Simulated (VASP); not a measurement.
A run of VASP 6.6.1 is set up as follows.

File INCAR:

```
SYSTEM = Ta4GaSe8
PREC = Accurate
ENCUT = 520
EDIFF = 1E-6
ISMEAR = 0
SIGMA = 0.1
LREAL = .FALSE.
LASPH = .TRUE.
NELM = 100
ALGO = Normal
ISIF = 2
LWAVE = .FALSE.
LCHARG = .FALSE.
GGA = PS
NBANDS = 64
```

The input KPOINTS:

```
regular mesh
0
G
  6 6 6
  0 0 0
```

The input POSCAR:

```
Ta4GaSe8
1.0
    0.0000000000      5.1790000000      5.1790000000
    5.1790000000      0.0000000000      5.1790000000
    5.1790000000      5.1790000000      0.0000000000
Ta Ga Se
4 1 8
Direct
    0.6024841601      0.6024841601      0.6024841601
    0.1925475196      0.6024841601      0.6024841601
    0.6024841601      0.6024841601      0.1925475196
    0.6024841601      0.1925475196      0.6024841601
    0.0000000000      0.0000000000      0.0000000000
    0.3635921868      0.3635921868      0.3635921868
    0.9092234397      0.3635921868      0.3635921868
    0.3635921868      0.3635921868      0.9092234397
    0.3635921868      0.9092234397      0.3635921868
    0.8640504779      0.8640504779      0.8640504779
    0.4078485664      0.8640504779      0.8640504779
    0.8640504779      0.8640504779      0.4078485664
    0.8640504779      0.4078485664      0.8640504779
```

Potentials or basis: VASP PAW PBE potentials, release 64 (Ta_pv, Ga_d, Se).

Run with:

```console
$ cat potpaw_PBE.64/Ta_pv/POTCAR potpaw_PBE.64/Ga_d/POTCAR potpaw_PBE.64/Se/POTCAR > POTCAR
$ mpirun -np 1 vasp_std > vasp.out
```

What does it give for the pressure?

-0.2 GPa.

Predict the largest force.

0.057 eV/Å.

Forces on the atoms (eV/Å):
```
Ta   0.010  0.010  0.010
Ta   0.010 -0.010 -0.010
Ta  -0.010 -0.010  0.010
Ta  -0.010  0.010 -0.010
Ga   0.000  0.000  0.000
Se  -0.033 -0.033 -0.033
Se  -0.033  0.033  0.033
Se   0.033  0.033 -0.033
Se   0.033 -0.033  0.033
Se   0.003  0.003  0.003
Se   0.003 -0.003 -0.003
Se  -0.003 -0.003  0.003
Se  -0.003  0.003 -0.003
```

Caveat: the PAW data sets were made with another functional, which shifts forces and pressure a little.
